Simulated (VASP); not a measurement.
SiO2, 6 atoms in the cell. The structure is tetragonal, space group P4_2/nmc (No. 137). The conventional cell has a = 2.825 Å, b = 2.825 Å, c = 8.189 Å, α = 90.00°, β = 90.00°, γ = 90.00°. Si (site symmetry -4m2) has 4 O at 1.64 Å within 2.2 Å. Within 2.2 Å of O (site symmetry 2mm) lie 2 Si at 1.64 Å. 

* Program: VASP 6.6.1
* Task: single point
* Functional: r2SCAN
* Potentials or basis: VASP PAW PBE potentials, release 64 (Si, O)
* Cutoff: 520 eV
* k mesh: 10 × 10 × 4
* Occupations: gaussian, width 0.01 eV
* Spin: no spin polarisation
* Dipole correction: no
* Further INCAR settings: ALGO = Normal; EDIFF = 1e-07; NBANDS = 25

Potentials or basis: VASP PAW PBE potentials, release 64 (Si, O).

Run with:

```bash
$ cat potpaw_PBE.64/Si/POTCAR potpaw_PBE.64/O/POTCAR > POTCAR
$ cp INCAR.step1 INCAR
$ mpirun -np 1 vasp_std > vasp.out
$ cp INCAR.step2 INCAR
$ mpirun -np 1 vasp_std > vasp.out
```

Hardware: 1 thread of Intel(R) Xeon(R) 6975P-C (Granite Rapids) (shared host).

Question: How long does it take, and how much memory?

Answer: It took 120 s on 1 thread of Intel(R) Xeon(R) 6975P-C (Granite Rapids) (shared host), peak memory 0.23 GiB. Counts: k points 63.
